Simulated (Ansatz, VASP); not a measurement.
# Na: VASP beside Ansatz

```xyz
1
Lattice="-2.1175 2.1175 2.1175 2.1175 -2.1175 2.1175 2.1175 2.1175 -2.1175" Properties=species:S:1:pos:R:3 pbc="T T T"
Na    0.0000    0.0000    0.0000
```

Alike in both runs: task single point; functional PBE; k mesh 12 × 12 × 12; no spin polarisation.

```csv
,VASP,Ansatz
version,VASP 6.6.1,Ansatz 0.2.0
potentials or method,"VASP PAW PBE potentials, release 64 (Na_pv), cutoff 520 eV","all-electron LAPW, scalar-relativistic"
occupations,"methfessel-paxton of order 1, width 0.15 eV","cold, width 0.15 eV"
```

|  | VASP | Ansatz | Ansatz less VASP |
| --- | --- | --- | --- |
| pressure (GPa) | -0.2 | -0.2 | +0.01 |

Ansatz ran all-electron here, and VASP with PAW potentials.
